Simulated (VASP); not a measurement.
# InSe: single point with PBE+D3(BJ)

System: InSe, a slab with vacuum.

```
Se In
1.0
     4.02661    0.00000    0.00000
    -2.01331    3.48715    0.00000
     0.00000    0.00000   28.27071
Se In
4 4
Direct
  0.00000 0.00000 0.15918
  0.00000 0.00000 0.34967
  0.11111 0.44444 0.45968
  0.11111 0.44444 0.65017
  0.66667 0.33333 0.20500
  0.66667 0.33333 0.30385
  0.77778 0.77778 0.50550
  0.77778 0.77778 0.60435
```

This cell differs from its parent crystal: layers slid over each other.

```
Program             : VASP 6.6.1
Task                : single point
Functional          : PBE
Dispersion          : D3(BJ)
Potentials or basis : VASP PAW PBE potentials, release 64 (Se, In_d)
Cutoff              : 520 eV
k mesh              : 9 × 9 × 1
Occupations         : gaussian, width 0.05 eV
Spin                : no spin polarisation
```

| Item | Value |
| --- | --- |
| Largest force | 0.097 eV/Å |
| Band gap on the k mesh | 1.05 eV (least direct gap 1.11 eV) |
| Dispersion energy per atom | -0.257 eV |

Forces on the atoms (eV/Å):
```
Se   0.000 -0.003 -0.011
Se   0.011 -0.090 -0.034
Se  -0.024  0.077  0.031
Se  -0.001  0.001  0.010
In   0.000 -0.007  0.010
In   0.008  0.016 -0.001
In   0.010  0.003  0.004
In  -0.003  0.003 -0.010
```

Levels at points of the mesh, in eV from the valence-band top:
| k point | band 35 | band 36 | band 37 | band 38 | band 39 | band 40 | band 41 | band 42 |
| --- | --- | --- | --- | --- | --- | --- | --- | --- |
| (0.00, 0.00, 0.00) | -0.77 | -0.75 | -0.71 | -0.06 | 1.05 | 1.71 | 2.44 | 2.53 |

It took 48 min on 1 thread of Oxide Virtual Turin-like Processor, on a shared host, peak memory 0.81 GiB.

Caveat: the cell differs from its parent crystal (layers slid over each other); spin-orbit coupling is left out, which moves the levels of the heavy elements.
